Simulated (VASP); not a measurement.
# Ru (Fm-3m) in VASP: a series of runs

Runs on Ru. Level: PBE. Tasks: single point.

All numbers are computed with VASP 6.6.1; they aren't measurements. Logs are shortened: lines on timing, memory, paths and dates and some standing lists are left out, and cuts for length are marked.

## Step 1: The cell of the first run

The structure is cubic, space group Fm-3m (No. 225). The conventional cell has a = 3.664 Å, b = 3.664 Å, c = 3.664 Å, α = 90.00°, β = 90.00°, γ = 90.00°. Ru (site symmetry m-3m) has 12 Ru at 2.59 Å within 3.4 Å.

## Step 2: Single point, PBE (volume scaled by 0.888, to set the pressure)

File INCAR:

```
SYSTEM = Ru
PREC     = Accurate       ! precision mode
ENCUT    = 520            ! plane-wave cutoff, eV
EDIFF    = 1E-7           ! SCF threshold, eV
ISMEAR   = -1             ! smearing method
SIGMA    = 0.1            ! smearing width, eV
LREAL    = .FALSE.        ! projectors in reciprocal space
LASPH    = .TRUE.         ! aspherical terms in the spheres
NELM     = 80             ! most SCF steps
ALGO     = Normal         ! electronic algorithm
ISIF     = 2              ! what is computed and relaxed
LWAVE    = .FALSE.        ! write WAVECAR
LCHARG   = .TRUE.         ! write CHGCAR
GGA      = PE             ! functional
LELF     = .TRUE.         ! ELF
LVHAR    = .TRUE.       
NBANDS   = 13             ! bands
```

File KPOINTS:

```
regular mesh
0
G
  18 18 18
  0 0 0
```

File POSCAR:

```
Ru
1.0
    0.0000000000      1.8318115013      1.8318115013
    1.8318115013      0.0000000000      1.8318115013
    1.8318115013      1.8318115013      0.0000000000
Ru
1
Direct
    0.0000000000      0.0000000000      0.0000000000
```

Potentials or basis: VASP PAW PBE potentials, release 64 (Ru_pv).

Launch:

```
$ cat potpaw_PBE.64/Ru_pv/POTCAR > POTCAR
$ mpirun -np 1 vasp_std > vasp.out
```

OUTCAR:

```text
SYSTEM = Ru
   PREC = Accurate
   ENCUT = 520
   EDIFF = 1E-7
   ISMEAR = -1
   LREAL = .FALSE.
   LASPH = .TRUE.
   NELM = 80
   ISIF = 2
   GGA = PE

 ion  position               nearest neighbor table
   1  0.000  0.000  0.000-

  LATTYP: Found a face centered cubic cell.
 ALAT       =     3.6636230026

  Lattice vectors:

 A1 = (   0.0000000000,   1.8318115013,   1.8318115013)
 A2 = (   1.8318115013,   0.0000000000,   1.8318115013)
 A3 = (   1.8318115013,   1.8318115013,   0.0000000000)

Analysis of symmetry for initial positions (statically):
[... 33 lines left out ...]
                                     Primitive cell

  volume of cell :      12.2934

  direct lattice vectors                    reciprocal lattice vectors
     0.000000000  1.831811501  1.831811501    -0.272953849  0.272953849  0.272953849
     1.831811501  0.000000000  1.831811501     0.272953849 -0.272953849  0.272953849
     1.831811501  1.831811501  0.000000000     0.272953849  0.272953849 -0.272953849

  length of vectors
     2.590572669  2.590572669  2.590572669     0.472769935  0.472769935  0.472769935

  position of ions in fractional coordinates (direct lattice)
     0.000000000  0.000000000  0.000000000

  ion indices of the primitive-cell ions
   primitive index   ion index
                 1           1

----------------------------------------------------------------------------------------

 KPOINTS: regular mesh

Automatic generation of k-mesh.
 Grid dimensions read from file:
 generate k-points for:   18   18   18

 Generating k-lattice:

  Cartesian coordinates                     Fractional coordinates (reciprocal lattice)
    -0.015164103  0.015164103  0.015164103     0.055555556  0.000000000  0.000000000
     0.015164103 -0.015164103  0.015164103     0.000000000  0.055555556  0.000000000
     0.015164103  0.015164103 -0.015164103     0.000000000  0.000000000  0.055555556

  Length of vectors
     0.026264996  0.026264996  0.026264996

  Shift w.r.t. Gamma in fractional coordinates (k-lattice)
     0.000000000  0.000000000  0.000000000

 Subroutine IBZKPT returns following result:
 ===========================================

 Found    195 irreducible k-points:

 Following reciprocal coordinates:
            Coordinates               Weight
  0.000000  0.000000  0.000000      1.000000
  0.055556  0.000000  0.000000      8.000000
  0.111111  0.000000  0.000000      8.000000
  0.166667  0.000000  0.000000      8.000000
  0.222222  0.000000  0.000000      8.000000
  0.277778  0.000000  0.000000      8.000000
[... 36 lines left out ...]
   NELM   =     80;   NELMIN=  2; NELMDL= -5     # of ELM steps
   EDIFF  = 0.1E-06   stopping-criterion for ELM
   LREAL  =      F    real-space projection
   EDIFFG = 0.1E-05   stopping-criterion for IOM
   NSW    =      0    number of steps for IOM
   IBRION =     -1    ionic relax: 0-MD 1-quasi-New 2-CG
   NFREE  =      0    steps in history (QN), initial steepest desc. (CG)
   ISIF   =      2    stress and relaxation
   ISYM   =      2    0-nonsym 1-usesym 2-fastsym
   POTIM  = 0.5000    time-step for ionic-motion
   TEBEG  =    0.0;   TEEND  =   0.0 temperature during run
   PSTRESS=    0.0 pullay stress
   NELECT =      14.0000    total number of electrons
   NUPDOWN=      -1.0000    fix difference up-down
   EMIN   =  10.00;   EMAX   =-10.00  energy-range for DOS
   EFERMI =   0.00;   METHOD = LEGACY
   ISMEAR =    -1;   SIGMA  =   0.10  broadening in eV -4-tet -1-fermi 0-gaus
   EFERMI_NEDOS =   21; number of points for ismear=-14 and -15
   IALGO  =     38    algorithm
   IMIX   =      4    mixing-type and parameters
     AMIX     =   0.40;   BMIX     =  1.00
     AMIX_MAG =   1.60;   BMIX_MAG =  1.00
  volume/ion in A,a.u.               =      12.29        82.96
  Fermi-wavevector in a.u.,A,eV,Ry     =   1.709596  3.230667 39.765981  2.922717
  Thomas-Fermi vector in A             =   2.788050
   LORBIT       =      0    0 simple, 1 ext, 2 COOP (PROOUT), +10 PAW based schemes
   GGA     = PE    functional components
   LHFCALC =     F    Hartree Fock is set to
   AEXX    =    0.0000 exact exchange contribution
   IVDW    =     0    specifies the selected vdW correction
   LEPSILON=     F    determine dielectric tensor
   LRPA    =     F    only Hartree local field effects (RPA)
 non-spin polarized calculation
  energy-cutoff  :      520.00
  volume of cell :       12.29
 maximum number of plane-waves:       342
   NGX =  9   NGY =  9   NGZ =  9

 number of electron      13.9999996 magnetization

 Free energy of the ion-electron system (eV)
  ---------------------------------------------------
  ext. energy  EPLUGINS =         0.00000000
  ---------------------------------------------------
  free energy    TOTEN  =        -8.93192988 eV

  energy without entropy =       -8.90333071  energy(sigma->0) =       -8.91763030

 E-fermi :  14.6293     XC(G=0): -14.7434

 val. band max:       14.6177968604   @ k =   0.1667   0.0556   0.0000
 cond. band min:      14.6892690062   @ k =   0.3333   0.2778   0.0556
 fundamental gap:      0.0714721457
 Fermi energy:        14.6292959041

 k-point     1 :       0.0000    0.0000    0.0000
  band No.  band energies     occupation
      1     -27.7781      2.00000
      2     -27.7781      2.00000
      3     -27.7781      2.00000
      4       6.1689      2.00000
      5      11.6554      2.00000
      6      11.6554      2.00000
      7      11.6554      2.00000
      8      14.5119      1.52772
      9      14.5119      1.52772
     10      25.0948      0.00000
     11      29.5813      0.00000
     12      35.8997      0.00000
     13      35.8997      0.00000
[... 354 lines left out ...]
  band No.  band energies     occupation
      1     -28.5030      2.00000
      2     -27.9206      2.00000
      3     -27.8550      2.00000
      4       8.1401      2.00000
      5      11.1994      2.00000
      6      12.1443      2.00000
      7      12.2176      2.00000
      8      14.1739      1.97916
      9      15.1379      0.01229
     10      25.0947      0.00000
     11      30.5376      0.00000
     12      32.9395      0.00000
     13      38.8667      0.00000

 [... further k-points ...]
[... 5 lines left out ...]
  --------------------------------------------------------------------------------------
  -------------------------------------------------------------------------------------
  Total        3.7011654      3.7011654      3.7011654      0.0000000      0.0000000     -0.0000000
  in kB      482.3660475    482.3660475    482.3660475      0.0000000      0.0000000     -0.0000000
  external PRESSURE =     482.3660475 kB  Pullay stress =       0.0000000 kB

 VOLUME and BASIS-vectors are now :
 -----------------------------------------------------------------------------
  energy-cutoff  :      520.00
  volume of cell :       12.29
      direct lattice vectors                 reciprocal lattice vectors
     0.000000000  1.831811501  1.831811501    -0.272953849  0.272953849  0.272953849
     1.831811501  0.000000000  1.831811501     0.272953849 -0.272953849  0.272953849
     1.831811501  1.831811501  0.000000000     0.272953849  0.272953849 -0.272953849

 POSITION                                       TOTAL-FORCE (eV/Angst)
 -----------------------------------------------------------------------------------
      0.00000      0.00000      0.00000        -0.000000     -0.000000     -0.000000
 -----------------------------------------------------------------------------------
    total drift:                                0.000000      0.000000      0.000000

  FREE ENERGIE OF THE ION-ELECTRON SYSTEM (eV)
  ---------------------------------------------------
  free  energy   TOTEN  =        -8.9319298802 eV

  energy  without entropy=       -8.9033307145  energy(sigma->0) =       -8.91763030
```

It took 31 s on 1 thread of Intel Xeon Platinum 8259CL at 2.50GHz (Skylake/Cascade Lake), shared host; peak memory 0.14 GiB.

Results:

```yaml
Free_energy: -8.9319 eV
Pressure: 48.2 GPa
Band_gap_on_the_k_mesh: zero (band 7 reaches 17.31 eV, above the bottom of band 8 at 13.26 eV)
```

Caveat: the cell differs from its parent crystal (volume scaled by 0.888, to set the pressure).

## Step 3: Single point, PBE

File INCAR:

```
PREC = Accurate
ENCUT = 520
EDIFF = 1E-6
ISMEAR = -1
SIGMA = 0.1
LREAL = False
LASPH = True
NELM = 60
ALGO = Normal
ISIF = 2
LWAVE = False
LCHARG = False
GGA = PE
NBANDS = 13
```

File KPOINTS:

```
regular mesh
0
Gamma
  18 18 18
```

File POSCAR:

```
Ru
1.0
    0.0000000000      1.8319576853      1.8319576853
    1.8319576853      0.0000000000      1.8319576853
    1.8319576853      1.8319576853      0.0000000000
Ru
1
Direct
    0.0000000000      0.0000000000      0.0000000000
```

Potentials or basis: VASP PAW PBE potentials, release 64 (Ru_pv).

Launch:

```
$ cat potpaw_PBE.64/Ru_pv/POTCAR > POTCAR
$ mpirun -np 1 vasp_std > vasp.out
```

It took 29 s on 1 thread of Intel Xeon Platinum 8259CL at 2.50GHz (Skylake/Cascade Lake), shared host; peak memory 0.14 GiB.

It converged, with:

```
Free energy            : -8.9328 eV
Pressure               : 48.1 GPa
Band gap on the k mesh : zero (band 7 reaches 17.31 eV, above the bottom of band 8 at 13.26 eV)
```

Levels at points of the mesh, in eV from the Fermi level:
```csv
k point,band 5,band 6,band 7,band 8,band 9,band 10
"(0.00, 0.00, 0.00)",-2.97,-2.97,-2.97,-0.12,-0.12,10.47
"(0.50, 0.00, 0.00)",-3.13,-3.13,1.17,2.07,2.07,10.46
"(0.50, 0.50, 0.00)",-6.80,2.03,2.68,2.68,4.09,10.46
```

## Step 4: Single point, PBE

File INCAR:

```
SYSTEM = Ru
PREC = Accurate
ENCUT = 520
EDIFF = 1E-6
ISMEAR = -1
SIGMA = 0.1
LREAL = .False.
LASPH = .True.
NELM = 80
ALGO = Normal
ISIF = 2
LWAVE = .False.
LCHARG = .True.
GGA = PE
LELF = .True.
LVHAR = .True.
NBANDS = 13
```

File KPOINTS:

```
regular mesh
0
Gamma
  18 18 18
  0 0 0
```

File POSCAR:

```
Ru
1.0
    0.0000000000      1.8318477110      1.8318477110
    1.8318477110      0.0000000000      1.8318477110
    1.8318477110      1.8318477110      0.0000000000
Ru
1
Direct
    0.0000000000      0.0000000000      0.0000000000
```

Potentials or basis: VASP PAW PBE potentials, release 64 (Ru_pv).

Launch:

```
$ cat potpaw_PBE.64/Ru_pv/POTCAR > POTCAR
$ mpirun -np 1 vasp_std > vasp.out
```

OUTCAR:

```text
SYSTEM = Ru
   PREC = Accurate
   ENCUT = 520
   EDIFF = 1E-6
   ISMEAR = -1
   LREAL = .False.
   LASPH = .True.
   NELM = 80
   ISIF = 2
   GGA = PE

 ion  position               nearest neighbor table
   1  0.000  0.000  0.000-

  LATTYP: Found a face centered cubic cell.
 ALAT       =     3.6636954220

  Lattice vectors:

 A1 = (   0.0000000000,   1.8318477110,   1.8318477110)
 A2 = (   1.8318477110,   0.0000000000,   1.8318477110)
 A3 = (   1.8318477110,   1.8318477110,   0.0000000000)

Analysis of symmetry for initial positions (statically):
[... 553 lines left out ...]
      7      12.2166      2.00000
      8      14.1728      1.97915
      9      15.1367      0.01229
     10      25.0937      0.00000
     11      30.5362      0.00000
     12      32.9379      0.00000
     13      38.8649      0.00000

 [... further k-points ...]
[... 5 lines left out ...]
  --------------------------------------------------------------------------------------
  -------------------------------------------------------------------------------------
  Total        3.6990417      3.6990417      3.6990417      0.0000000      0.0000000      0.0000000
  in kB      482.0606810    482.0606810    482.0606810      0.0000000      0.0000000      0.0000000
  external PRESSURE =     482.0606810 kB  Pullay stress =       0.0000000 kB

 VOLUME and BASIS-vectors are now :
 -----------------------------------------------------------------------------
  energy-cutoff  :      520.00
  volume of cell :       12.29
      direct lattice vectors                 reciprocal lattice vectors
     0.000000000  1.831847711  1.831847711    -0.272948454  0.272948454  0.272948454
     1.831847711  0.000000000  1.831847711     0.272948454 -0.272948454  0.272948454
     1.831847711  1.831847711  0.000000000     0.272948454  0.272948454 -0.272948454

 POSITION                                       TOTAL-FORCE (eV/Angst)
 -----------------------------------------------------------------------------------
      0.00000      0.00000      0.00000         0.000000      0.000000     -0.000000
 -----------------------------------------------------------------------------------
    total drift:                                0.000000     -0.000000     -0.000000

  FREE ENERGIE OF THE ION-ELECTRON SYSTEM (eV)
  ---------------------------------------------------
  free  energy   TOTEN  =        -8.9321492241 eV

  energy  without entropy=       -8.9035470657  energy(sigma->0) =       -8.91784814
```

Run time: 26 s. Hardware: 1 thread of Intel Xeon Platinum 8259CL at 2.50GHz (Skylake/Cascade Lake), shared host; peak memory 0.15 GiB.

What came out:

| Property | Result |
| --- | --- |
| Free energy | -8.9321 eV |
| Pressure | 48.2 GPa |
| Band gap on the k mesh | zero (band 7 reaches 17.31 eV, above the bottom of band 8 at 13.26 eV) |

Levels at points of the mesh, in eV from the Fermi level:
```
           k point  band 4  band 5  band 6  band 7  band 8  band 9  band 10  band 11
(0.00, 0.00, 0.00)   -8.46   -2.97   -2.97   -2.97   -0.12   -0.12    10.47    14.95
(0.50, 0.00, 0.00)   -6.84   -3.13   -3.13    1.17    2.07    2.07    10.46    11.50
(0.50, 0.50, 0.00)   -7.33   -6.80    2.03    2.68    2.68    4.09    10.46    14.21
```

## Step 5: Single point, PBE

This run uses another cell than the first one, of 13.84 Å³/atom, 1.126 times its volume.

File INCAR:

```
  PREC = Accurate
  ENCUT = 520
  EDIFF = 1E-7
  ISMEAR = -1
  SIGMA = 0.1
  LREAL = F
  LASPH = T
  NELM = 60
  ALGO = Normal
  ISIF = 2
  LWAVE = F
  LCHARG = F
  GGA = PE
  NBANDS = 13
```

File KPOINTS:

```
Automatic mesh
0
Gamma
  18 18 18
```

File POSCAR:

```
Ru
1.0
    0.0000000000      1.9057962127      1.9057962127
    1.9057962127      0.0000000000      1.9057962127
    1.9057962127      1.9057962127      0.0000000000
Ru
1
Direct
    0.0000000000      0.0000000000      0.0000000000
```

Launch:

```
$ cat potpaw_PBE.64/Ru_pv/POTCAR > POTCAR
$ mpirun -np 1 vasp_std > vasp.out
```

Wall time 32 s (1 thread of Intel Xeon Platinum 8259CL at 2.50GHz (Skylake/Cascade Lake), shared host); peak memory 0.15 GiB.

Results (log left out):

| Item | Value |
| --- | --- |
| Free energy | -9.1404 eV |
| Pressure | -0.1 GPa |
| Band gap on the k mesh | zero (band 7 reaches 14.59 eV, above the bottom of band 8 at 11.26 eV) |

Levels at points of the mesh, in eV from the Fermi level:
| k point | band 3 | band 4 | band 5 | band 6 | band 7 | band 8 | band 9 | band 10 | band 11 | band 12 |
| --- | --- | --- | --- | --- | --- | --- | --- | --- | --- | --- |
| (0.00, 0.00, 0.00) | -42.41 | -7.78 | -2.49 | -2.49 | -2.49 | -0.12 | -0.12 | 10.58 | 15.08 | 20.72 |
| (0.50, 0.00, 0.00) | -42.55 | -5.91 | -2.61 | -2.61 | 1.02 | 1.70 | 1.70 | 9.86 | 10.58 | 14.67 |
| (0.50, 0.50, 0.00) | -42.78 | -6.21 | -5.74 | 1.66 | 2.20 | 2.20 | 3.62 | 10.57 | 13.35 | 13.35 |
